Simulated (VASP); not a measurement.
KRb, 2 atoms in the cell. The structure is tetragonal, space group P4/mmm (No. 123). Conventional cell: a = 4.815 Å, b = 4.815 Å, c = 6.807 Å, α = 90.00°, β = 90.00°, γ = 90.00°. 

- Program: VASP 6.6.1
- Task: single point
- Functional: PBEsol
- Potentials or basis: VASP PAW PBE potentials, release 64 (K_sv, Rb_sv)
- Cutoff: 520 eV
- k mesh: 10 × 10 × 6
- Occupations: gaussian, width 0.1 eV
- Spin: no spin polarisation
- Dipole correction: no
- Further INCAR settings: ALGO = Normal; EDIFF = 1e-06; NBANDS = 16

Potentials or basis: VASP PAW PBE potentials, release 64 (K_sv, Rb_sv).

The run is started by

```sh
$ cat potpaw_PBE.64/K_sv/POTCAR potpaw_PBE.64/Rb_sv/POTCAR > POTCAR
$ mpirun -np 1 vasp_std > vasp.out
```

Hardware: 1 thread of Intel(R) Xeon(R) 6975P-C (Granite Rapids) (shared host).

Q: How long does it take, and how much memory?

A: Run time: 48 s on 1 thread of Intel(R) Xeon(R) 6975P-C (Granite Rapids), on a shared host, peak memory 0.39 GiB. Counts: scf iterations 11, k points 84.
